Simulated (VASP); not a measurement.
# TiO2 (P4_2/mnm) in VASP: a series of runs, part 2 of 2

VASP 6.6.1. Earlier steps stand in the parts before.

## 5. Single point, r2SCAN+U

File POSCAR:

```
TiO2
1.0
    4.5998373239      0.0000000000      0.0000000000
    0.0000000000      4.5998373239      0.0000000000
    0.0000000000      0.0000000000      2.9592135600
Ti O
2 4
Direct
    0.0000000000      0.0000000000      0.5000000000
    0.5000000000      0.5000000000      0.0000000000
    0.3043213200      0.3043213200      0.5000000000
    0.1956786800      0.8043213200      0.0000000000
    0.8043213200      0.1956786800      0.0000000000
    0.6956786800      0.6956786800      0.5000000000
```

File INCAR.step1:

```
SYSTEM = TiO2
ALGO     = Normal         ! electronic algorithm
EDIFF    = 1E-4           ! SCF threshold, eV
ENCUT    = 520            ! plane-wave cutoff, eV
GGA      = PE             ! functional
ISMEAR   = -1             ! smearing method
LASPH    = .TRUE.         ! aspherical terms in the spheres
LCHARG   = .FALSE.        ! write CHGCAR
LDAU     = .TRUE.         ! DFT+U
LDAUJ    = 0 0          
LDAUL    = 2 -1           ! shell
LDAUTYPE = 2            
LDAUU    = 6 0            ! U, eV
LMAXMIX  = 4              ! l up to which the mixer works
LREAL    = .FALSE.        ! projectors in reciprocal space
LWAVE    = .TRUE.         ! write WAVECAR
NBANDS   = 33             ! bands
NELM     = 150            ! most SCF steps
PREC     = Accurate       ! precision mode
SIGMA    = 0.05           ! smearing width, eV
```

File INCAR.step2:

```
SYSTEM = TiO2
ALGO     = Normal         ! electronic algorithm
EDIFF    = 1E-6           ! SCF threshold, eV
ENCUT    = 520            ! plane-wave cutoff, eV
ISIF     = 2              ! what is computed and relaxed
ISMEAR   = -1             ! smearing method
ISTART   = 1            
LASPH    = .TRUE.         ! aspherical terms in the spheres
LCHARG   = .FALSE.        ! write CHGCAR
LDAU     = .TRUE.         ! DFT+U
LDAUJ    = 0 0          
LDAUL    = 2 -1           ! shell
LDAUPRINT= 1            
LDAUTYPE = 2            
LDAUU    = 6 0            ! U, eV
LMAXMIX  = 4              ! l up to which the mixer works
LMIXTAU  = .TRUE.       
LREAL    = .FALSE.        ! projectors in reciprocal space
LWAVE    = .FALSE.        ! write WAVECAR
METAGGA  = R2SCAN         ! meta-GGA
NBANDS   = 33             ! bands
NELM     = 150            ! most SCF steps
PREC     = Accurate       ! precision mode
SIGMA    = 0.05           ! smearing width, eV
```

File KPOINTS:

```
k-points
0
G
  6 6 9
  0 0 0
```

Launch:

```bash
$ cat potpaw_PBE.64/Ti_sv/POTCAR potpaw_PBE.64/O/POTCAR > POTCAR
$ cp INCAR.step1 INCAR
$ mpirun -np 1 vasp_std > vasp.out
$ cp INCAR.step2 INCAR
$ mpirun -np 1 vasp_std > vasp.out
```

It took 2.7 min on 1 thread of Intel Xeon Platinum 8559C (Emerald Rapids), shared host; peak memory 0.23 GiB.

Results (log left out):

| Quantity | Value |
| --- | --- |
| Free energy | -62.2905 eV |
| Pressure | 11.8 GPa |
| Largest force | 0.164 eV/Å |
| Band gap on the k mesh | 3.09 eV (least direct gap 3.13 eV) |

Forces on the atoms (eV/Å):
```
Ti   0.000  0.000  0.000
Ti   0.000  0.000  0.000
O   -0.116 -0.116  0.000
O    0.116 -0.116  0.000
O   -0.116  0.116  0.000
O    0.116  0.116  0.000
```

Stress tensor (GPa, compression positive):
```
 9.20  0.00  0.00
 0.00  9.20  0.00
 0.00  0.00 16.88
```

Levels at points of the mesh, in eV from the valence-band top:
```tsv
k point	band 22	band 23	band 24	band 25	band 26	band 27
(0.00, 0.00, 0.00)	-0.59	-0.59	0.00	3.13	3.29	3.78
(0.50, 0.00, 0.00)	-1.78	-0.82	-0.82	3.74	3.74	4.37
(0.50, 0.50, 0.00)	-1.56	-1.29	-1.29	3.09	3.09	3.82
```

Eigenvalues of the final occupation matrices:
```
    site  spin  trace               eigenvalues
site 1 d     1   0.73  0.07 0.08 0.08 0.24 0.26
site 1 d     2   0.73  0.07 0.08 0.08 0.24 0.26
site 2 d     1   0.73  0.07 0.08 0.08 0.24 0.26
site 2 d     2   0.73  0.07 0.08 0.08 0.24 0.26
```

Caveat: the cell stands under pressure; the PAW data sets were made with another functional, which shifts forces and pressure a little; an odd mesh through Γ misses points on the zone boundary, where band edges can lie.

## 6. Single point, PBE

This run uses another cell than the first one, of 10.64 Å³/atom.

File INCAR:

```
SYSTEM = TiO2
PREC = Accurate ; ENCUT = 520
EDIFF = 1E-7 ; ISMEAR = -1
SIGMA = 0.05 ; LREAL = .False.
LASPH = .True. ; NELM = 60
ALGO = Normal ; ISIF = 2
LWAVE = .False. ; LCHARG = .True.
GGA = PE ; LELF = .True.
LVHAR = .True. ; NBANDS = 33
```

File KPOINTS:

```
Automatic mesh
0
Gamma
  6 6 9
  0 0 0
```

File POSCAR:

```
TiO2
1.0
    4.6421611518      0.0000000000      0.0000000000
    0.0000000000      4.6421611518      0.0000000000
    0.0000000000      0.0000000000      2.9637029177
Ti O
2 4
Direct
    0.0000000000      0.0000000000      0.5000000000
    0.5000000000      0.5000000000      0.0000000000
    0.3051327540      0.3051327540      0.5000000000
    0.1948672460      0.8051327540      0.0000000000
    0.8051327540      0.1948672460      0.0000000000
    0.6948672460      0.6948672460      0.5000000000
```

Potentials or basis: VASP PAW PBE potentials, release 64 (Ti_sv, O).

Launch:

```bash
$ cat potpaw_PBE.64/Ti_sv/POTCAR potpaw_PBE.64/O/POTCAR > POTCAR
$ mpirun -np 1 vasp_std > vasp.out
```

Wall time 4.1 min (1 thread of AMD EPYC 7R13, shared host); peak memory 0.19 GiB.

It converged, with:

* Free energy: -53.6760 eV
* Pressure: 0.8 GPa
* Largest force: 0.032 eV/Å
* Band gap on the k mesh: 1.84 eV

Forces on the atoms (eV/Å):
```
Ti   0.000  0.000  0.000
Ti   0.000  0.000  0.000
O   -0.023 -0.023  0.000
O    0.023 -0.023  0.000
O   -0.023  0.023  0.000
O    0.023  0.023  0.000
```

Stress tensor (GPa, compression positive):
```
0.67 0.00 0.00
0.00 0.67 0.00
0.00 0.00 0.99
```

Levels at points of the mesh, in eV from the valence-band top:
```tsv
k point	band 20	band 21	band 22	band 23	band 24	band 25	band 26	band 27	band 28	band 29
(0.00, 0.00, 0.00)	-1.89	-0.67	-0.43	-0.43	0.00	1.84	2.12	2.39	2.47	2.47
(0.50, 0.00, 0.00)	-2.97	-1.55	-1.55	-0.71	-0.71	2.48	2.48	2.95	2.95	3.50
(0.50, 0.50, 0.00)	-2.12	-1.25	-1.25	-1.04	-1.04	1.87	1.87	2.49	2.49	3.75
```

Caveat: an odd mesh through Γ misses points on the zone boundary, where band edges can lie.

## 7. The runs side by side

```tsv
task	level	U	cell	cutoff (eV)	gap on the mesh (eV)	pressure (GPa)	largest force (eV/Å)
single point	PBEsol+U	Ti d U = 3.0 eV	a = 4.591, b = 4.591, c = 2.969 Å, 6 atoms	520	2.20	3.6	0.12
single point	PBEsol+U	Ti d U = 4.0 eV	a = 4.591, b = 4.591, c = 2.980 Å, 6 atoms	520	2.33	4.5	0.14
relaxation of cell and atoms	PBEsol+U	Ti d U = 3.0 eV	relaxed from a = 4.600, b = 4.600, c = 2.959 Å, 6 atoms	600	2.15	0.0	0.01
single point	r2SCAN+U	Ti d U = 6.0 eV	a = 4.600, b = 4.600, c = 2.959 Å, 6 atoms	520	3.09	11.8	0.16
single point	PBE	-	a = 4.642, b = 4.642, c = 2.964 Å, 6 atoms	520	1.84	0.8	0.03
```

Alike in all rows: potentials or basis VASP PAW PBE potentials, release 64 (Ti_sv, O); no spin polarisation; k mesh 6 × 6 × 9; smearing fermi-dirac 0.05 eV.

Caveats: an odd mesh through Γ misses points on the zone boundary, where band edges can lie; the PAW data sets were made with another functional, which shifts forces and pressure a little (at least some runs); the cell stands under pressure (at least some runs).

Absolute energies hang on the potentials; compare differences alone.
